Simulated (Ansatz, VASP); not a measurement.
**One calculation of Si, two programs**

```
Si
1.0
     3.62463    0.00000    0.00000
    -1.81232    3.13903    0.00000
     0.00000    0.00000   17.76598
Si
12
Direct
  0.00000 0.00000 0.81250
  0.00000 0.00000 0.31250
  0.33333 0.66667 0.97920
  0.66667 0.33333 0.47920
  0.33333 0.66667 0.64580
  0.66667 0.33333 0.14580
  0.00000 0.00000 0.68750
  0.00000 0.00000 0.18750
  0.33333 0.66667 0.85420
  0.66667 0.33333 0.35420
  0.33333 0.66667 0.52080
  0.66667 0.33333 0.02080
```

Alike in both runs: task relaxation of cell and atoms; functional PBE; k mesh 6 × 6 × 1; occupations gaussian, width 0.1 eV; no spin polarisation.

|  | VASP | Ansatz |
| --- | --- | --- |
| version | VASP 6.6.1 | Ansatz 0.2.0 |
| potentials or method | VASP PAW PBE potentials, release 64 (Si), cutoff 600 eV | scalar-relativistic, plane waves, PAW |
| valence electrons in the cell | 48 | 48 |

```csv
,VASP,Ansatz,Ansatz less VASP
"gap on the k mesh at the Fermi level, each at its own relaxed structure (eV)",0.61,0.61,+0.001
relaxed volume (Å³/atom),20.43,20.43,+0.003
relaxed length of the cell vector where the two differ most in proportion (Å),18.956,18.964,+0.0079
```

Noted on VASP's run: the volume moved by over 15 % at a fixed basis, so the end points are rough.
